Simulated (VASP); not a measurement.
# Mg3O in VASP: a series of runs, part 2 of 2

VASP 6.6.1. The steps go on from the part before.

### 3 Single point, PBE, collinear spin, ferromagnetic start

File INCAR:

```
SYSTEM = Mg3O
ALGO = Normal
EDIFF = 1E-7
ENCUT = 520
GGA = PE
ISIF = 2
ISMEAR = 0
ISPIN = 2
LASPH = .True.
LCHARG = .False.
LORBIT = 11
LREAL = .False.
LWAVE = .False.
MAGMOM = 0 0 0 1
NBANDS = 18
NELM = 150
PREC = Accurate
SIGMA = 0.1
```

File KPOINTS:

```
k-points
0
Gamma
  4 4 4
  0 0 0
```

File POSCAR:

```
Mg3O
1.0
    3.9592986307      0.0000000000      0.0000000000
    0.0000000000      3.9592986307      0.0000000000
    0.0000000000      0.0000000000      3.9592986307
Mg O
3 1
Direct
    0.0000000000      0.5000000000      0.5000000000
    0.5000000000      0.0000000000      0.5000000000
    0.5000000000      0.5000000000      0.0000000000
    0.0000000000      0.0000000000      0.0000000000
```

Potentials or basis: VASP PAW PBE potentials, release 64 (Mg, O).

Run with:

```bash
$ cat potpaw_PBE.64/Mg/POTCAR potpaw_PBE.64/O/POTCAR > POTCAR
$ mpirun -np 1 vasp_std > vasp.out
```

OUTCAR:

```text
SYSTEM = Mg3O
   EDIFF = 1E-7
   ENCUT = 520
   GGA = PE
   ISIF = 2
   ISMEAR = 0
   ISPIN = 2
   LASPH = .True.
   LORBIT = 11
   LREAL = .False.
   NELM = 150
   PREC = Accurate

 ion  position               nearest neighbor table
   1  0.000  0.500  0.500-   2 2.80   3 2.80   4 2.80   3 2.80   4 2.80   2 2.80   4 2.80   4 2.80
                             2 2.80   3 2.80   3 2.80   2 2.80
   2  0.500  0.000  0.500-   1 2.80   3 2.80   4 2.80   3 2.80   4 2.80   1 2.80   3 2.80   3 2.80
                             1 2.80   4 2.80   4 2.80   1 2.80
   3  0.500  0.500  0.000-   1 2.80   2 2.80   4 2.80   1 2.80   2 2.80   2 2.80   4 2.80   2 2.80
                             1 2.80   4 2.80   1 2.80   4 2.80
   4  0.000  0.000  0.000-   1 2.80   2 2.80   3 2.80   1 2.80   2 2.80   1 2.80   3 2.80   1 2.80
                             2 2.80   3 2.80   2 2.80   3 2.80

  LATTYP: Found a simple cubic cell.
 ALAT       =     3.9592986307

  Lattice vectors:

 A1 = (   3.9592986307,   0.0000000000,   0.0000000000)
 A2 = (   0.0000000000,   3.9592986307,   0.0000000000)
 A3 = (   0.0000000000,   0.0000000000,   3.9592986307)

Analysis of symmetry for initial positions (statically):
=====================================================================
 Subroutine PRICEL returns:
 Original cell was already a primitive cell.

 Routine SETGRP: Setting up the symmetry group for a
 simple cubic supercell.

 Subroutine GETGRP returns: Found 48 space group operations
 (whereof 48 operations were pure point group operations)
 out of a pool of 48 trial point group operations.

The static configuration has the point symmetry O_h .

Analysis of symmetry for dynamics (positions and initial velocities):
=====================================================================
 Subroutine PRICEL returns:
 Original cell was already a primitive cell.

 Routine SETGRP: Setting up the symmetry group for a
 simple cubic supercell.

 Subroutine GETGRP returns: Found 48 space group operations
[... 161 lines left out ...]
 fundamental gap:      0.1799848083
 Fermi energy:         4.3070045234

 spin component 1

 k-point     1 :       0.0000    0.0000    0.0000
  band No.  band energies     occupation
      1     -13.6710      1.00000
      2      -2.3413      1.00000
      3       0.4744      1.00000
      4       0.4744      1.00000
      5       0.4744      1.00000
      6       6.4445      0.00000
[... 186 lines left out ...]
      4      -0.3900      1.00000
      5       1.6545      1.00000
      6       3.5042      1.00000
[... 10 lines left out ...]
     17      18.7673      0.00000
     18      18.7673      0.00000
 Fermi energy:         4.3070045234

 spin component 2

 k-point     1 :       0.0000    0.0000    0.0000
  band No.  band energies     occupation
      1     -13.6710      1.00000
      2      -2.3414      1.00000
      3       0.4744      1.00000
      4       0.4744      1.00000
      5       0.4744      1.00000
      6       6.4445      0.00000
[... 187 lines left out ...]
      5       1.6545      1.00000
      6       3.5041      1.00000
[... 10 lines left out ...]
     17      18.7673      0.00000
     18      18.7673      0.00000

------------------------ aborting loop because EDIFF is reached ----------------------------------------

  FORCE on cell =-STRESS in cart. coord.  units (eV):
  Direction    XX          YY          ZZ          XY          YZ          ZX
  --------------------------------------------------------------------------------------
  -------------------------------------------------------------------------------------
  Total        2.9281521      2.9281521      2.9281521      0.0000000     -0.0000000      0.0000000
  in kB       75.5874039     75.5874039     75.5874039      0.0000000     -0.0000000      0.0000000
  external PRESSURE =      75.5874039 kB  Pullay stress =       0.0000000 kB

 VOLUME and BASIS-vectors are now :
 -----------------------------------------------------------------------------
  energy-cutoff  :      520.00
  volume of cell :       62.07
      direct lattice vectors                 reciprocal lattice vectors
     3.959298631  0.000000000  0.000000000     0.252569986  0.000000000  0.000000000
     0.000000000  3.959298631  0.000000000     0.000000000  0.252569986  0.000000000
     0.000000000  0.000000000  3.959298631     0.000000000  0.000000000  0.252569986

 POSITION                                       TOTAL-FORCE (eV/Angst)
 -----------------------------------------------------------------------------------
      0.00000      1.97965      1.97965         0.000000      0.000000      0.000000
      1.97965      0.00000      1.97965         0.000000      0.000000      0.000000
      1.97965      1.97965      0.00000         0.000000      0.000000      0.000000
      0.00000      0.00000      0.00000         0.000000      0.000000      0.000000
 -----------------------------------------------------------------------------------
    total drift:                                0.000000     -0.000000      0.000000

  FREE ENERGIE OF THE ION-ELECTRON SYSTEM (eV)
  ---------------------------------------------------
  free  energy   TOTEN  =        -9.7083259865 eV

  energy  without entropy=       -9.6977030414  energy(sigma->0) =       -9.70301451

 total charge

# of ion       s       p       d       tot
------------------------------------------
    1        0.234   0.145   0.021   0.400
    2        0.234   0.145   0.021   0.400
    3        0.234   0.145   0.021   0.400
    4        1.619   3.174   0.000   4.793
--------------------------------------------------
tot          2.322   3.610   0.063   5.995

 magnetization (x)

# of ion       s       p       d       tot
------------------------------------------
    1       -0.000  -0.000  -0.000  -0.000
    2       -0.000  -0.000  -0.000  -0.000
    3       -0.000  -0.000  -0.000  -0.000
    4       -0.000  -0.000   0.000  -0.000
--------------------------------------------------
tot         -0.000  -0.000  -0.000  -0.000
```

OSZICAR:

```text
N       E                     dE             d eps       ncg     rms          rms(c)
DAV:   1     0.245841906213E+02    0.24584E+02   -0.41500E+03   720   0.517E+02
DAV:   2    -0.887988242118E+01   -0.33464E+02   -0.29915E+02   950   0.926E+01
DAV:   3    -0.111459279565E+02   -0.22660E+01   -0.22419E+01   886   0.215E+01
DAV:   4    -0.111540131133E+02   -0.80852E-02   -0.80839E-02   928   0.147E+00
DAV:   5    -0.111540611396E+02   -0.48026E-04   -0.48026E-04   858   0.121E-01    0.899E+00
DAV:   6    -0.103575444228E+02    0.79652E+00   -0.18214E+01   744   0.170E+01    0.674E+00
DAV:   7    -0.977135138097E+01    0.58619E+00   -0.29408E+00   844   0.695E+00    0.139E+00
DAV:   8    -0.971554784114E+01    0.55804E-01   -0.25052E-01   736   0.235E+00    0.493E-01
DAV:   9    -0.970862170616E+01    0.69261E-02   -0.10828E-02   854   0.588E-01    0.169E-01
DAV:  10    -0.970821668261E+01    0.40502E-03   -0.23486E-03   780   0.228E-01    0.980E-02
DAV:  11    -0.970834487189E+01   -0.12819E-03   -0.19483E-04   806   0.956E-02    0.558E-02
DAV:  12    -0.970832687512E+01    0.17997E-04   -0.84404E-05   780   0.531E-02    0.109E-02
DAV:  13    -0.970832691969E+01   -0.44567E-07   -0.15992E-05   780   0.160E-02    0.713E-03
DAV:  14    -0.970832618263E+01    0.73705E-06   -0.12094E-06   812   0.551E-03    0.390E-03
DAV:  15    -0.970832596926E+01    0.21338E-06   -0.82920E-07   782   0.441E-03    0.520E-04
DAV:  16    -0.970832598651E+01   -0.17257E-07   -0.45848E-08   428   0.110E-03
   1 F= -.97083260E+01 E0= -.97030145E+01  d E =-.106229E-01  mag=    -0.0000
```

It took 15 s on 1 thread of Intel Xeon 6975P-C (Granite Rapids), shared host; peak memory 0.18 GiB.

Results:

```
Free energy                                           : -9.7083 eV
Pressure                                              : 7.6 GPa
Band gap on the k mesh                                : zero (filled and empty bands overlap)
Net moment                                            : 0.00 μB per cell
Valence electrons inside the program's atomic spheres : Mg 0.40; O 4.79
```

Levels at points of the mesh, in eV from the Fermi level:
Spin up:
```tsv
k point	band 4	band 5	band 6	band 7	band 8	band 9
(0.00, 0.00, 0.00)	-3.83	-3.83	2.14	2.14	2.51	2.51
(0.50, 0.00, 0.00)	-3.59	-3.14	-2.08	2.20	2.20	3.38
(0.50, 0.50, 0.00)	-4.13	-3.43	0.15	0.56	0.56	3.71
(0.50, 0.50, 0.50)	-4.70	-2.65	-0.80	-0.80	-0.80	2.99
```
Spin down:
| k point | band 3 | band 4 | band 5 | band 6 | band 7 | band 8 | band 9 | band 10 |
| --- | --- | --- | --- | --- | --- | --- | --- | --- |
| (0.00, 0.00, 0.00) | -3.83 | -3.83 | -3.83 | 2.14 | 2.14 | 2.51 | 2.51 | 2.51 |
| (0.50, 0.00, 0.00) | -3.59 | -3.59 | -3.14 | -2.08 | 2.20 | 2.20 | 3.38 | 4.97 |
| (0.50, 0.50, 0.00) | -5.41 | -4.13 | -3.43 | 0.15 | 0.56 | 0.56 | 3.71 | 4.82 |
| (0.50, 0.50, 0.50) | -4.70 | -4.70 | -2.65 | -0.80 | -0.80 | -0.80 | 2.99 | 2.99 |

Caveat: the k points lie up to 0.40 Å⁻¹ apart.

### 4 Single point, PBE

This run uses another cell than the first one, of 17.49 Å³/atom, 1.127 times its volume.

File INCAR:

```
SYSTEM = Mg3O
PREC = Accurate ; ENCUT = 520
EDIFF = 1E-6 ; ISMEAR = 0
SIGMA = 0.1 ; LREAL = .FALSE.
LASPH = .TRUE. ; NELM = 100
ALGO = Normal ; ISIF = 2
LWAVE = .FALSE. ; LCHARG = .FALSE.
GGA = PE ; NBANDS = 14
```

File KPOINTS:

```
regular mesh
0
G
  12 12 12
  0 0 0
```

File POSCAR:

```
Mg3O
1.0
    4.1206825690      0.0000000000      0.0000000000
    0.0000000000      4.1206825690      0.0000000000
    0.0000000000      0.0000000000      4.1206825690
Mg O
3 1
Direct
    0.0000000000      0.5000000000      0.5000000000
    0.5000000000      0.0000000000      0.5000000000
    0.5000000000      0.5000000000      0.0000000000
    0.0000000000      0.0000000000      0.0000000000
```

Run with:

```bash
$ cat potpaw_PBE.64/Mg/POTCAR potpaw_PBE.64/O/POTCAR > POTCAR
$ mpirun -np 1 vasp_std > vasp.out
```

It took 23 s on 1 thread of Intel Xeon 6975P-C (Granite Rapids), shared host; peak memory 0.22 GiB.

The run converged. Its results:

```
Free energy            : -9.9658 eV
Pressure               : -0.1 GPa
Band gap on the k mesh : zero (band 6 reaches 5.49 eV, above the bottom of band 7 at 2.58 eV)
```

Levels at points of the mesh, in eV from the Fermi level:
```tsv
k point	band 4	band 5	band 6	band 7	band 8	band 9
(0.00, 0.00, 0.00)	-3.18	-3.18	2.20	2.20	2.38	2.38
(0.50, 0.00, 0.00)	-2.95	-2.91	-1.71	2.20	2.20	3.53
(0.50, 0.50, 0.00)	-3.75	-2.80	0.28	0.51	0.51	3.61
(0.50, 0.50, 0.50)	-3.94	-2.34	-0.71	-0.71	-0.71	2.83
```

### 5 Single point, PBE, collinear spin, ferromagnetic start

This run uses another cell than the first one, of 15.18 Å³/atom, 0.978 times its volume.

File INCAR:

```
SYSTEM = Mg3O
ALGO = Normal ; EDIFF = 1E-6
ENCUT = 520 ; GGA = PE
ISIF = 2 ; ISMEAR = 0
ISPIN = 2 ; LASPH = .TRUE.
LCHARG = .FALSE. ; LORBIT = 11
LREAL = .FALSE. ; LWAVE = .FALSE.
MAGMOM = 0 0 0 1 ; NBANDS = 18
NELM = 150 ; PREC = Accurate
SIGMA = 0.1
```

File KPOINTS:

```
k-points
0
G
  6 6 6
  0 0 0
```

File POSCAR:

```
Mg3O
1.0
    3.9438182316      0.0000000000      0.0000000000
    0.0000000000      3.9438182316      0.0000000000
    0.0000000000      0.0000000000      3.9032812846
Mg O
3 1
Direct
    0.0000000000      0.5000000000      0.5000000000
    0.5000000000      0.0000000000      0.5000000000
    0.5000000000      0.5000000000      0.0000000000
    0.0000000000      0.0000000000      0.0000000000
```

Run with:

```bash
$ cat potpaw_PBE.64/Mg/POTCAR potpaw_PBE.64/O/POTCAR > POTCAR
$ mpirun -np 1 vasp_std > vasp.out
```

Wall time 36 s (1 thread of Intel Xeon 6975P-C (Granite Rapids), shared host); peak memory 0.22 GiB.

Results (log left out):

```
Free energy                                           : -9.7196 eV
Pressure                                              : 9.5 GPa
Band gap on the k mesh                                : zero (filled and empty bands overlap)
Net moment                                            : 0.00 μB per cell
Valence electrons inside the program's atomic spheres : Mg 0.41, 0.42; O 4.79
```

Stress tensor (GPa, compression positive):
```
9.51 0.00 0.00
0.00 9.51 0.00
0.00 0.00 9.42
```

Levels at points of the mesh, in eV from the Fermi level:
Spin up:
```
           k point  band 3  band 4  band 5  band 6  band 7  band 8  band 9  band 10
(0.00, 0.00, 0.00)   -4.17   -4.17   -4.12    1.89    2.04    2.31    2.31     2.44
(0.50, 0.00, 0.00)   -3.93   -3.90   -3.35   -2.36    1.95    2.13    3.23     4.78
(0.50, 0.50, 0.00)   -5.75   -4.43   -3.74    0.01    0.37    0.37    3.64     4.75
(0.00, 0.00, 0.50)   -3.92   -3.92   -3.35   -2.36    2.00    2.00    3.15     4.89
(0.50, 0.00, 0.50)   -5.72   -4.38   -3.76   -0.06    0.37    0.41    3.50     4.61
(0.50, 0.50, 0.50)   -5.03   -5.03   -2.91   -1.00   -0.99   -0.99    2.79     2.79
```
Spin down:
```
           k point  band 3  band 4  band 5  band 6  band 7  band 8  band 9  band 10
(0.00, 0.00, 0.00)   -4.17   -4.17   -4.12    1.89    2.04    2.31    2.31     2.44
(0.50, 0.00, 0.00)   -3.93   -3.90   -3.35   -2.36    1.95    2.13    3.23     4.78
(0.50, 0.50, 0.00)   -5.75   -4.43   -3.74    0.01    0.37    0.37    3.64     4.75
(0.00, 0.00, 0.50)   -3.92   -3.92   -3.35   -2.36    2.00    2.00    3.15     4.89
(0.50, 0.00, 0.50)   -5.72   -4.38   -3.76   -0.06    0.37    0.41    3.50     4.61
(0.50, 0.50, 0.50)   -5.03   -5.03   -2.91   -1.00   -0.99   -0.99    2.79     2.79
```

### 6 The runs side by side

| spin | cell | k mesh | gap on the mesh (eV) | pressure (GPa) | moment (μB) |
| --- | --- | --- | --- | --- | --- |
| off | a = 3.959 Å, 4 atoms | 4 × 4 × 4 | none | 7.6 | - |
| collinear, ferromagnetic start | a = 3.959 Å, 4 atoms | 4 × 4 × 4 | none | 7.6 | 0.00 |
| off | a = 4.121 Å, 4 atoms | 12 × 12 × 12 | none | -0.1 | - |
| collinear, ferromagnetic start | a = 3.944, b = 3.944, c = 3.903 Å, 4 atoms | 6 × 6 × 6 | none | 9.5 | 0.00 |

Alike in all rows: task single point; level PBE; potentials or basis VASP PAW PBE potentials, release 64 (Mg, O); cutoff (eV) 520; smearing gaussian 0.1 eV.

Caveats: some runs use coarse meshes.

Absolute energies hang on the potentials; compare differences alone.
